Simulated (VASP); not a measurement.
Here is a VASP 6.6.1 calculation.

File POSCAR:

```
Ge
1.0
    0.0000000000      2.0983605250      2.0983605250
    2.0983605250      0.0000000000      2.0983605250
    2.0983605250      2.0983605250      0.0000000000
Ge
1
Direct
    0.0000000000      0.0000000000      0.0000000000
```

File INCAR.step1:

```
ALGO = Normal
EDIFF = 1E-4
ENCUT = 520
GGA = PE
ISMEAR = 0
LASPH = True
LCHARG = False
LREAL = False
LWAVE = True
NBANDS = 13
NELM = 80
PREC = Accurate
SIGMA = 0.15
```

Contents of INCAR.step2:

```
ALGO = Normal
EDIFF = 1E-7
ENCUT = 520
ISIF = 2
ISMEAR = 0
ISTART = 1
LASPH = True
LCHARG = True
LELF = True
LMIXTAU = True
LREAL = False
LVHAR = True
LWAVE = False
METAGGA = R2SCAN
NBANDS = 13
NELM = 80
PREC = Accurate
SIGMA = 0.15
```

KPOINTS

```
k-points
0
Gamma
  20 20 20
```

Potentials or basis: VASP PAW PBE potentials, release 64 (Ge_d).

The run is started by

```console
$ cat potpaw_PBE.64/Ge_d/POTCAR > POTCAR
$ cp INCAR.step1 INCAR
$ mpirun -np 1 vasp_std > vasp.out
$ cp INCAR.step2 INCAR
$ mpirun -np 1 vasp_std > vasp.out
```

Problem. What does it give for the pressure?

Solution. 1.7 GPa.

Problem. Estimate the band gap on the k mesh.

Solution. Zero (band 7 reaches 16.65 eV, above the bottom of band 8 at 4.41 eV).

Caveat: the PAW data sets were made with another functional, which shifts forces and pressure a little.
